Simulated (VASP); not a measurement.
PbS:

```
CELL_PARAMETERS angstrom
2.51764 -3.07664 0.00000
2.51764 3.07664 0.00000
0.00000 0.00000 15.20097
ATOMIC_POSITIONS crystal
Pb 0.20790 0.79210 0.58387
Pb 0.79210 0.20790 0.41613
Pb 0.29220 0.70780 0.25000
Pb 0.79210 0.20790 0.08387
Pb 0.20790 0.79210 0.91613
Pb 0.70780 0.29220 0.75000
S 0.79210 0.20790 0.58387
S 0.20790 0.79210 0.41613
S 0.70780 0.29220 0.25000
S 0.20790 0.79210 0.08387
S 0.79210 0.20790 0.91613
S 0.29220 0.70780 0.75000
```

The cell was generated, and may not be a known phase.

```yaml
Program: VASP 6.6.1
Task: relaxation of cell and atoms
Functional: PBE
Potentials_or_basis: VASP PAW PBE potentials, release 64 (Pb_d, S)
Cutoff: 600 eV
k_mesh: 4 × 4 × 1
Occupations: gaussian, width 0.1 eV
Spin: no spin polarisation
```

At the start: pressure 44.5 GPa; volume 19.62 Å³/atom.

Question: How do energy, volume and symmetry change on relaxing?

Answer: Over 23 steps the energy falls by 1041.4 meV/atom and the volume is 27.05 Å³/atom (+37.8 %); space group Cmcm (No. 63, to 0.1 Å) before, I4/mmm (No. 139, to 0.1 Å).

Step by step:
| step | energy change (eV) | largest force (eV/Å) | pressure (GPa) | volume (Å³) |
| --- | --- | --- | --- | --- |
| 1 | 0.0000 | 0.7286 | 44.48 | 235.49 |
| 2 | -8.0552 | 0.5708 | -7.68 | 470.92 |
| 3 | -12.0661 | 0.2493 | -0.33 | 347.81 |
| 4 | -12.0644 | 0.2630 | 0.03 | 345.28 |
| 5 | -12.1152 | 0.2918 | 0.11 | 343.44 |
| 6 | -12.1632 | 0.3806 | 0.54 | 338.30 |
| 7 | -12.1926 | 0.3634 | 0.33 | 338.56 |
| 8 | -12.2568 | 0.3186 | -0.24 | 339.31 |
| 9 | -12.2767 | 0.2643 | -1.11 | 340.55 |
| 10 | -12.3410 | 0.2265 | -0.93 | 336.98 |
| 11 | -12.4451 | 0.1732 | 0.01 | 326.40 |
| 12 | -12.4497 | 0.1686 | 0.39 | 323.46 |
| 13 | -12.4763 | 0.1387 | 0.03 | 325.34 |
| 14 | -12.4798 | 0.1251 | -0.15 | 326.38 |
| 15 | -12.4833 | 0.1079 | -0.04 | 325.65 |
| 16 | -12.4870 | 0.0706 | 0.21 | 323.99 |
| 17 | -12.4898 | 0.0554 | 0.13 | 324.40 |
| 18 | -12.4923 | 0.0499 | -0.11 | 325.63 |
| 19 | -12.4925 | 0.0453 | -0.06 | 325.39 |
| 20 | -12.4932 | 0.0444 | -0.03 | 325.14 |
| 21 | -12.4942 | 0.0449 | 0.06 | 324.39 |
| 22 | -12.4950 | 0.0423 | 0.05 | 324.44 |
| 23 | -12.4965 | 0.0364 | 0.01 | 324.60 |

Final structure:
```
Pb S
1.0
     3.01653   -3.02134    0.00000
     3.01653    3.02134    0.00000
     0.00000    0.00000   17.80812
Pb S
6 6
Direct
  0.24472 0.75528 0.58331
  0.75528 0.24472 0.41669
  0.25289 0.74711 0.25000
  0.75528 0.24472 0.08331
  0.24472 0.75528 0.91669
  0.74711 0.25289 0.75000
  0.75229 0.24771 0.58289
  0.24771 0.75229 0.41711
  0.75069 0.24931 0.25000
  0.24771 0.75229 0.08289
  0.75229 0.24771 0.91711
  0.24931 0.75069 0.75000
```

Caveat: the volume moved by over 15 % at a fixed basis, so the end points are rough.
